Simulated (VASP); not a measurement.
# BaTe (P6_3/mmc) in VASP: notebook

Runs on BaTe. Level: PBE. Tasks: single point.

All numbers are computed with VASP 6.6.1; they aren't measurements. Logs are shortened: lines on timing, memory, paths and dates and some standing lists are left out, and cuts for length are marked.

## Step 1: The cell of the first run

The structure is hexagonal, space group P6_3/mmc (No. 194). The conventional cell has a = 5.854 Å, b = 5.854 Å, c = 6.883 Å, α = 90.00°, β = 90.00°, γ = 120.00°. Within 4.4 Å of Ba (site symmetry -6m2) lie 5 Te at 3.38 to 3.44 Å. Te (site symmetry -6m2) has 5 Ba at 3.38 to 3.44 Å within 4.4 Å.

## Step 2: Single point, PBE (51.07 Å³/atom)

The input, INCAR:

```
SYSTEM = BaTe
ALGO = Normal ; EDIFF = 1E-6
ENCUT = 520 ; GGA = PE
ISIF = 2 ; ISMEAR = 0
LASPH = .TRUE. ; LCHARG = .FALSE.
LREAL = .FALSE. ; LWAVE = .FALSE.
NBANDS = 24 ; NELM = 80
PREC = Accurate ; SIGMA = 0.05
```

The input, KPOINTS:

```
k-points
0
G
  8 8 4
  0 0 0
```

The input, POSCAR:

```
BaTe
1.0
    5.8540413139      0.0000000000      0.0000000000
   -2.9270206570      5.0697484927      0.0000000000
    0.0000000000      0.0000000000      6.8825303309
Ba Te
2 2
Direct
    0.6666666667      0.3333333333      0.0626000000
    0.3333333333      0.6666666667      0.5626000000
    0.6666666667      0.3333333333      0.5626000000
    0.3333333333      0.6666666667      0.0626000000
```

Potentials or basis: VASP PAW PBE potentials, release 64 (Ba_sv, Te).

Run with:

```bash
$ cat potpaw_PBE.64/Ba_sv/POTCAR potpaw_PBE.64/Te/POTCAR > POTCAR
$ mpirun -np 1 vasp_std > vasp.out
```

OUTCAR:

```text
SYSTEM = BaTe
   EDIFF = 1E-6
   ENCUT = 520
   GGA = PE
   ISIF = 2
   ISMEAR = 0
   LASPH = .TRUE.
   LREAL = .FALSE.
   NELM = 80
   PREC = Accurate

 ion  position               nearest neighbor table
   1  0.667  0.333  0.063-   4 3.38   4 3.38   4 3.38   3 3.44   3 3.44
   2  0.333  0.667  0.563-   3 3.38   3 3.38   3 3.38   4 3.44   4 3.44
   3  0.667  0.333  0.563-   2 3.38   2 3.38   2 3.38   1 3.44   1 3.44
   4  0.333  0.667  0.063-   1 3.38   1 3.38   1 3.38   2 3.44   2 3.44

  LATTYP: Found a hexagonal cell.
 ALAT       =     5.8540413139
 C/A-ratio  =     1.1756887186

  Lattice vectors:

 A1 = (   5.8540413139,   0.0000000000,   0.0000000000)
 A2 = (  -2.9270206570,   5.0697484927,   0.0000000000)
 A3 = (   0.0000000000,   0.0000000000,   6.8825303309)

Analysis of symmetry for initial positions (statically):
=====================================================================
 Subroutine PRICEL returns:
 Original cell was already a primitive cell.

 Routine SETGRP: Setting up the symmetry group for a
 hexagonal supercell.

 Subroutine GETGRP returns: Found 24 space group operations
 (whereof  6 operations were pure point group operations)
 out of a pool of 24 trial point group operations.

The static configuration has the point symmetry C_3v.
 The point group associated with its full space group is D_6h.

Analysis of symmetry for dynamics (positions and initial velocities):
=====================================================================
 Subroutine PRICEL returns:
 Original cell was already a primitive cell.

 Routine SETGRP: Setting up the symmetry group for a
 hexagonal supercell.

 Subroutine GETGRP returns: Found 24 space group operations
 (whereof  6 operations were pure point group operations)
 out of a pool of 24 trial point group operations.

The dynamic configuration has the point symmetry C_3v.
 The point group associated with its full space group is D_6h.

 Subroutine INISYM returns: Found 24 space group operations
 (whereof  6 operations are pure point group operations),
 and found     1 'primitive' translations

----------------------------------------------------------------------------------------

                                     Primitive cell

  volume of cell :     204.2633

  direct lattice vectors                    reciprocal lattice vectors
     5.854041314  0.000000000  0.000000000     0.170822163  0.098624222  0.000000000
    -2.927020657  5.069748493  0.000000000     0.000000000  0.197248444  0.000000000
     0.000000000  0.000000000  6.882530331     0.000000000  0.000000000  0.145295400

  length of vectors
     5.854041314  5.854041314  6.882530331     0.197248444  0.197248444  0.145295400

  position of ions in fractional coordinates (direct lattice)
     0.666666667  0.333333333  0.062600000
     0.333333333  0.666666667  0.562600000
     0.666666667  0.333333333  0.562600000
     0.333333333  0.666666667  0.062600000

  ion indices of the primitive-cell ions
   primitive index   ion index
                 1           1
                 2           2
                 3           3
                 4           4

----------------------------------------------------------------------------------------

 KPOINTS: k-points

Automatic generation of k-mesh.
 Grid dimensions read from file:
 generate k-points for:    8    8    4

 Generating k-lattice:

  Cartesian coordinates                     Fractional coordinates (reciprocal lattice)
     0.021352770  0.012328028  0.000000000     0.125000000  0.000000000  0.000000000
     0.000000000  0.024656055  0.000000000     0.000000000  0.125000000  0.000000000
     0.000000000  0.000000000  0.036323850     0.000000000  0.000000000  0.250000000

  Length of vectors
     0.024656055  0.024656055  0.036323850

  Shift w.r.t. Gamma in fractional coordinates (k-lattice)
     0.000000000  0.000000000  0.000000000

 Subroutine IBZKPT returns following result:
 ===========================================

 Found     30 irreducible k-points:

 Following reciprocal coordinates:
            Coordinates               Weight
  0.000000  0.000000  0.000000      1.000000
  0.125000  0.000000  0.000000      6.000000
  0.250000  0.000000  0.000000      6.000000
  0.375000  0.000000  0.000000      6.000000
  0.500000  0.000000  0.000000      3.000000
  0.125000  0.125000  0.000000      6.000000
[... 16 lines left out ...]
  0.250000  0.000000  0.500000      6.000000
  0.375000  0.000000  0.500000      6.000000
 [... further k-points ...]
   k-points           NKPTS =     30   k-points in BZ     NKDIM =     30   number of bands    NBANDS=     24
   number of dos      NEDOS =    301   number of ions     NIONS =      4
   total plane-waves  NPLWV = 124416
   dimension x,y,z NGX =    48 NGY =   48 NGZ =   54
   dimension x,y,z NGXF=    96 NGYF=   96 NGZF=  108
   ions per type =               2   2
   NGX,Y,Z   is equivalent  to a cutoff of  13.63, 13.63, 13.04 a.u.
   NGXF,Y,Z  is equivalent  to a cutoff of  27.26, 27.26, 26.09 a.u.
 SYSTEM =  BaTe
   PREC   = accura    normal or accurate (medium, high low for compatibility)
   ISTART =      0    job   : 0-new  1-cont  2-samecut
   ICHARG =      2    charge: 1-file 2-atom 10-const
   ISPIN  =      1    spin polarized calculation?
   LNONCOLLINEAR =      F non collinear calculations
   LSORBIT =      F    spin-orbit coupling
   LASPH  =      T    aspherical Exc in radial PAW
   ENCUT  =  520.0 eV  38.22 Ry    6.18 a.u.  10.88 10.88 12.80*2*pi/ulx,y,z
   NELM   =     80;   NELMIN=  2; NELMDL= -5     # of ELM steps
   EDIFF  = 0.1E-05   stopping-criterion for ELM
   LREAL  =      F    real-space projection
   EDIFFG = 0.1E-04   stopping-criterion for IOM
   NSW    =      0    number of steps for IOM
   IBRION =     -1    ionic relax: 0-MD 1-quasi-New 2-CG
   NFREE  =      0    steps in history (QN), initial steepest desc. (CG)
   ISIF   =      2    stress and relaxation
   ISYM   =      2    0-nonsym 1-usesym 2-fastsym
   POTIM  = 0.5000    time-step for ionic-motion
   TEBEG  =    0.0;   TEEND  =   0.0 temperature during run
   PSTRESS=    0.0 pullay stress
   NELECT =      32.0000    total number of electrons
   NUPDOWN=      -1.0000    fix difference up-down
   EMIN   =  10.00;   EMAX   =-10.00  energy-range for DOS
   EFERMI =   0.00;   METHOD = LEGACY
   ISMEAR =     0;   SIGMA  =   0.05  broadening in eV -4-tet -1-fermi 0-gaus
   EFERMI_NEDOS =   21; number of points for ismear=-14 and -15
   IALGO  =     38    algorithm
   IMIX   =      4    mixing-type and parameters
     AMIX     =   0.40;   BMIX     =  1.00
     AMIX_MAG =   1.60;   BMIX_MAG =  1.00
  volume/ion in A,a.u.               =      51.07       344.61
  Fermi-wavevector in a.u.,A,eV,Ry     =   0.882527  1.667734 10.596953  0.778854
  Thomas-Fermi vector in A             =   2.003171
   LORBIT       =      0    0 simple, 1 ext, 2 COOP (PROOUT), +10 PAW based schemes
   GGA     = PE    functional components
   LHFCALC =     F    Hartree Fock is set to
   AEXX    =    0.0000 exact exchange contribution
   IVDW    =     0    specifies the selected vdW correction
   LEPSILON=     F    determine dielectric tensor
   LRPA    =     F    only Hartree local field effects (RPA)
 non-spin polarized calculation
 Gauss-broadening in eV      SIGMA  =   0.05
  energy-cutoff  :      520.00
  volume of cell :      204.26
 maximum number of plane-waves:      5514
 NGX is ok and might be reduce to    48
   NGX = 21   NGY = 21   NGZ = 25

 number of electron      31.9999999 magnetization

 Free energy of the ion-electron system (eV)
  ---------------------------------------------------
  ext. energy  EPLUGINS =         0.00000000
  ---------------------------------------------------
  free energy    TOTEN  =       -16.70664233 eV

  energy without entropy =      -16.70664233  energy(sigma->0) =      -16.70664233

 E-fermi :   1.6097     XC(G=0):  -7.2915

 val. band max:        1.3239411882   @ k =   0.0000   0.0000   0.0000
 cond. band min:       3.1467791421   @ k =   0.3750   0.2500   0.0000
 fundamental gap:      1.8228379539
 Fermi energy:         1.6097211945

 k-point     1 :       0.0000    0.0000    0.0000
  band No.  band energies     occupation
      1     -25.8067      2.00000
      2     -25.7872      2.00000
      3     -11.1608      2.00000
      4     -11.0971      2.00000
      5     -11.0971      2.00000
      6     -11.0151      2.00000
[... 16 lines left out ...]
     23       5.9093      0.00000
     24       6.8793      0.00000

 k-point     2 :       0.1250    0.0000    0.0000
  band No.  band energies     occupation
      1     -25.8058      2.00000
      2     -25.7877      2.00000
      3     -11.1533      2.00000
      4     -11.1181      2.00000
      5     -11.1013      2.00000
      6     -11.0417      2.00000
[... 16 lines left out ...]
     23       6.0602      0.00000
     24       6.2230      0.00000

 k-point     3 :       0.2500    0.0000    0.0000
  band No.  band energies     occupation
      1     -25.8035      2.00000
      2     -25.7890      2.00000
      3     -11.1671      2.00000
      4     -11.1325      2.00000
      5     -11.1112      2.00000
      6     -11.1028      2.00000
[... 16 lines left out ...]
     23       5.9488      0.00000
     24       6.2438      0.00000

 k-point     4 :       0.3750    0.0000    0.0000
  band No.  band energies     occupation
      1     -25.8005      2.00000
      2     -25.7910      2.00000
      3     -11.2139      2.00000
      4     -11.1604      2.00000
      5     -11.1207      2.00000
      6     -11.1047      2.00000
[... 16 lines left out ...]
     23       6.0226      0.00000
     24       6.2087      0.00000

 k-point     5 :       0.5000    0.0000    0.0000
  band No.  band energies     occupation
      1     -25.7988      2.00000
      2     -25.7923      2.00000
      3     -11.2326      2.00000
      4     -11.1833      2.00000
      5     -11.1245      2.00000
      6     -11.0876      2.00000
[... 16 lines left out ...]
     23       6.0960      0.00000
     24       6.2583      0.00000

 k-point     6 :       0.1250    0.1250    0.0000
  band No.  band energies     occupation
      1     -25.8042      2.00000
      2     -25.7886      2.00000
      3     -11.1509      2.00000
      4     -11.1391      2.00000
      5     -11.1123      2.00000
      6     -11.0828      2.00000
[... 16 lines left out ...]
     23       6.1753      0.00000
     24       6.3307      0.00000
[... 379 lines left out ...]
 k-point    21 :       0.0000    0.0000    0.5000
  band No.  band energies     occupation
      1     -25.7969      2.00000
      2     -25.7969      2.00000
      3     -11.1396      2.00000
      4     -11.1396      2.00000
      5     -11.0556      2.00000
      6     -11.0556      2.00000
[... 16 lines left out ...]
     23       6.8973      0.00000
     24       6.8973      0.00000

 k-point    22 :       0.1250    0.0000    0.5000
  band No.  band energies     occupation
      1     -25.7967      2.00000
      2     -25.7967      2.00000
      3     -11.1878      2.00000
      4     -11.1878      2.00000
      5     -11.0578      2.00000
      6     -11.0578      2.00000
[... 16 lines left out ...]
     23       6.4448      0.00000
     24       6.4448      0.00000

 k-point    23 :       0.2500    0.0000    0.5000
  band No.  band energies     occupation
      1     -25.7962      2.00000
      2     -25.7962      2.00000
      3     -11.2645      2.00000
      4     -11.2645      2.00000
      5     -11.0630      2.00000
      6     -11.0630      2.00000
[... 16 lines left out ...]
     23       6.0017      0.00000
     24       6.0017      0.00000

 k-point    24 :       0.3750    0.0000    0.5000
  band No.  band energies     occupation
      1     -25.7957      2.00000
      2     -25.7957      2.00000
      3     -11.3253      2.00000
      4     -11.3253      2.00000
      5     -11.0683      2.00000
      6     -11.0683      2.00000
[... 16 lines left out ...]
     23       6.0349      0.00000
     24       6.0349      0.00000

 [... further k-points ...]
[... 5 lines left out ...]
  --------------------------------------------------------------------------------------
  -------------------------------------------------------------------------------------
  Total        2.0922375      2.0922375      2.3632159     -0.0000000      0.0000000      0.0000000
  in kB       16.4108562     16.4108562     18.5363253     -0.0000000      0.0000000      0.0000000
  external PRESSURE =      17.1193459 kB  Pullay stress =       0.0000000 kB

 VOLUME and BASIS-vectors are now :
 -----------------------------------------------------------------------------
  energy-cutoff  :      520.00
  volume of cell :      204.26
      direct lattice vectors                 reciprocal lattice vectors
     5.854041314  0.000000000  0.000000000     0.170822163  0.098624222  0.000000000
    -2.927020657  5.069748493  0.000000000     0.000000000  0.197248444  0.000000000
     0.000000000  0.000000000  6.882530331     0.000000000  0.000000000  0.145295400

 POSITION                                       TOTAL-FORCE (eV/Angst)
 -----------------------------------------------------------------------------------
      2.92702      1.68992      0.43085         0.000000     -0.000000      0.000000
     -0.00000      3.37983      3.87211        -0.000000      0.000000     -0.000000
      2.92702      1.68992      3.87211        -0.000000      0.000000      0.000000
     -0.00000      3.37983      0.43085         0.000000      0.000000      0.000000
 -----------------------------------------------------------------------------------
    total drift:                                0.000000     -0.000000      0.000007

  FREE ENERGIE OF THE ION-ELECTRON SYSTEM (eV)
  ---------------------------------------------------
  free  energy   TOTEN  =       -16.7066423330 eV

  energy  without entropy=      -16.7066423330  energy(sigma->0) =      -16.70664233
```

It took 3.8 min on 1 thread of Intel Xeon 6975P-C (Granite Rapids), shared host; peak memory 0.43 GiB.

Results:

- Free energy: -16.7066 eV
- Pressure: 1.7 GPa
- Band gap on the k mesh: 1.82 eV (least direct gap 2.14 eV)

Stress tensor (GPa, compression positive):
```
1.64 0.00 0.00
0.00 1.64 0.00
0.00 0.00 1.85
```

Levels at points of the mesh, in eV from the valence-band top:
| k point | band 13 | band 14 | band 15 | band 16 | band 17 | band 18 | band 19 | band 20 |
| --- | --- | --- | --- | --- | --- | --- | --- | --- |
| (0.00, 0.00, 0.00) | -1.04 | -1.04 | -0.96 | 0.00 | 2.38 | 2.69 | 2.69 | 3.64 |
| (0.50, 0.00, 0.00) | -0.87 | -0.79 | -0.57 | -0.43 | 2.24 | 2.71 | 2.88 | 3.84 |
| (0.00, 0.00, 0.50) | -1.19 | -1.19 | -1.19 | -1.19 | 3.21 | 3.21 | 4.24 | 4.24 |
| (0.50, 0.00, 0.50) | -1.01 | -1.01 | -0.80 | -0.80 | 3.08 | 3.08 | 3.88 | 3.88 |

Caveat: spin-orbit coupling is left out, which moves the levels of the heavy elements. A k mesh can miss the band edges.

## Step 3: Single point, PBE (51.88 Å³/atom)

This run uses another cell than the first one, of 51.88 Å³/atom.

The input, INCAR:

```
PREC = Accurate
ENCUT = 520
EDIFF = 1E-6
ISMEAR = 0
SIGMA = 0.05
LREAL = False
LASPH = True
NELM = 80
ALGO = Normal
ISIF = 2
LWAVE = False
LCHARG = True
GGA = PE
LELF = True
LVHAR = True
NBANDS = 24
```

The input, KPOINTS:

```
Automatic mesh
0
Gamma
  8 8 4
```

The input, POSCAR:

```
BaTe
1.0
    5.8848526252      0.0000000000      0.0000000000
   -2.9424263126      5.0964318709      0.0000000000
    0.0000000000      0.0000000000      6.9187548420
Ba Te
2 2
Direct
    0.6666666667      0.3333333333      0.0625966318
    0.3333333333      0.6666666667      0.5625966318
    0.6666666667      0.3333333333      0.5626033682
    0.3333333333      0.6666666667      0.0626033682
```

Potentials or basis: VASP PAW PBE potentials, release 64 (Ba_sv, Te).

Run with:

```bash
$ cat potpaw_PBE.64/Ba_sv/POTCAR potpaw_PBE.64/Te/POTCAR > POTCAR
$ mpirun -np 1 vasp_std > vasp.out
```

Wall time 3.2 min (1 thread of Intel Xeon 6975P-C (Granite Rapids), shared host); peak memory 0.42 GiB.

Results (log left out):

```
Free energy            : -16.7368 eV
Pressure               : 1.3 GPa
Band gap on the k mesh : 1.85 eV (least direct gap 2.17 eV)
```

Stress tensor (GPa, compression positive):
```
1.23 0.00 0.00
0.00 1.23 0.00
0.00 0.00 1.35
```

Levels at points of the mesh, in eV from the valence-band top:
| k point | band 12 | band 13 | band 14 | band 15 | band 16 | band 17 | band 18 | band 19 | band 20 | band 21 |
| --- | --- | --- | --- | --- | --- | --- | --- | --- | --- | --- |
| (0.00, 0.00, 0.00) | -1.12 | -1.01 | -1.01 | -0.95 | 0.00 | 2.37 | 2.71 | 2.71 | 3.63 | 4.46 |
| (0.50, 0.00, 0.00) | -1.07 | -0.86 | -0.78 | -0.56 | -0.42 | 2.27 | 2.72 | 2.89 | 3.83 | 3.93 |
| (0.00, 0.00, 0.50) | -1.50 | -1.16 | -1.16 | -1.16 | -1.16 | 3.19 | 3.19 | 4.23 | 4.23 | 4.23 |
| (0.50, 0.00, 0.50) | -1.87 | -0.98 | -0.98 | -0.78 | -0.78 | 3.09 | 3.09 | 3.87 | 3.87 | 4.48 |

Caveat: spin-orbit coupling is left out, which moves the levels of the heavy elements. A k mesh can miss the band edges.
